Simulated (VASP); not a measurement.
Wanted: the native input for a VASP 6.6.1 run.

```yaml
Task: single point
Functional: PBE
Potentials_or_basis: VASP PAW PBE potentials, release 64 (Na_pv)
Cutoff: 400 eV
k_mesh: 4 × 4 × 4
Occupations: gaussian, width 0.1 eV
Spin: no spin polarisation
Dipole_correction: no
Further_INCAR_settings: ALGO = Normal; EDIFF = 1e-06; NBANDS = 10
```

The structure of Na lies in POSCAR:

```
Na
1.0
    0.0000000000      5.2651320000      5.2651320000
    5.2651320000      0.0000000000      5.2651320000
    5.2651320000      5.2651320000      0.0000000000
Na
1
Direct
    0.5000000000      0.5000000000      0.5000000000
```

The input as run:

INCAR

```
PREC = Accurate
ENCUT = 400
EDIFF = 1E-6
ISMEAR = 0
SIGMA = 0.1
LREAL = F
LASPH = T
NELM = 120
ALGO = Normal
ISIF = 2
LWAVE = F
LCHARG = F
GGA = PE
NBANDS = 10
GGA_COMPAT = F
```

KPOINTS

```
regular mesh
0
Gamma
  4 4 4
```

Potentials or basis: VASP PAW PBE potentials, release 64 (Na_pv).

The run is started by

```sh
$ cat potpaw_PBE.64/Na_pv/POTCAR > POTCAR
$ mpirun -np 1 vasp_std > vasp.out
```

It gave:

The pressure is -0.2 GPa.

Wall time 47 s on 1 thread of AMD EPYC 7R13, on a shared host, peak memory 0.28 GiB.
